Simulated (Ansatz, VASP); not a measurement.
N in VASP and in Ansatz

```
N
1.0
     5.61109    0.00000    0.00000
     0.00000    5.61109    0.00000
     0.00000    0.00000    5.61109
N
4
Direct
  0.03000 0.03000 0.03000
  0.47000 0.97000 0.53000
  0.53000 0.47000 0.97000
  0.97000 0.53000 0.47000
```

Change from the starting cell: volume scaled by 0.98, crystal datasets.

Alike in both runs: task electric field gradients; functional PBEsol; k mesh 4 × 4 × 4; occupations fermi-dirac, width 0.02 eV; no spin polarisation.

|  | VASP | Ansatz |
| --- | --- | --- |
| version | VASP 6.6.1 | Ansatz 0.2.0 |
| potentials or method | VASP PAW PBE potentials, release 64 (N), cutoff 520 eV | all-electron PAW with datasets made for the crystal, scalar-relativistic |

VASP gave:

```
pressure (GPa)                                       : -4.4
rms of the force components (eV/Å)                   : 0.234
size of Vzz on the site where it differs most (V/Å²) : 6.3
```

Q: Estimate Ansatz's values.

A: Pressure (GPa): -4.3; rms of the force components (eV/Å): 0.234; size of Vzz on the site where it differs most (V/Å²): 6.2.

VASP's potentials were made for PBE, not for PBEsol. Atom by atom the forces differ by 0.000 eV/Å (rms over components). Ansatz ran all-electron here, and VASP with PAW potentials.
